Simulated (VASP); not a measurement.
Set up this calculation in VASP 6.6.1, as the native input.

- Task: single point
- Functional: PBEsol
- Potentials or basis: VASP PAW PBE potentials, release 64 (Ti_sv, O)
- Cutoff: 520 eV
- k mesh: 12 × 12 × 12
- Occupations: gaussian, width 0.15 eV
- Spin: no spin polarisation
- Dipole correction: no
- Further INCAR settings: ALGO = Normal; EDIFF = 1e-06; NBANDS = 36

The structure of TiO lies in POSCAR:

```
TiO
1.0
    4.0335084229      0.0000000000      0.0000000000
    0.0000000000      4.0335084229      0.0000000000
    0.0000000000      0.0000000000      4.0335084229
Ti O
3 3
Direct
    0.5000000000      0.5000000000      0.0000000000
    0.0000000000      0.5000000000      0.5000000000
    0.5000000000      0.0000000000      0.5000000000
   -0.0185942341      0.5000000000      0.0000000000
    0.4814057659      0.0000000000      0.0000000000
   -0.0185942341      0.0000000000      0.5000000000
```

This cell differs from its parent crystal: all O atoms moved +0.075 Å, as atom 4 towards its neighbour atom 1 (Ti) at 2.017 Å.

These files were run (other wordings do the same):

INCAR

```
SYSTEM = TiO
ALGO = Normal
EDIFF = 1E-6
ENCUT = 520
GGA = PS
ISIF = 2
ISMEAR = 0
LASPH = .TRUE.
LCHARG = .FALSE.
LREAL = .FALSE.
LWAVE = .FALSE.
NBANDS = 36
NELM = 60
PREC = Accurate
SIGMA = 0.15
```

KPOINTS

```
k-points
0
G
  12 12 12
  0 0 0
```

Potentials or basis: VASP PAW PBE potentials, release 64 (Ti_sv, O).

Run with:

```console
$ cat potpaw_PBE.64/Ti_sv/POTCAR potpaw_PBE.64/O/POTCAR > POTCAR
$ mpirun -np 1 vasp_std > vasp.out
```

Results of the run:

```json
{
 "Pressure": "1.2 GPa",
 "Largest force": "0.891 eV/Å",
 "Band gap on the k mesh": "zero (band 27 reaches 8.79 eV, above the bottom of band 28 at 6.87 eV)"
}
```

Caveat: the cell differs from its parent crystal (all O atoms moved +0.075 Å, as atom 4 towards its neighbour atom 1 (Ti) at 2.017 Å); the PAW data sets were made with another functional, which shifts forces and pressure a little; semilocal functionals often make such compounds metallic where correlation or magnetic order opens a gap, which also shifts bond lengths.

Wall time 12 min on 1 thread of Oxide Virtual Turin-like Processor, on a shared host, peak memory 0.4 GiB.
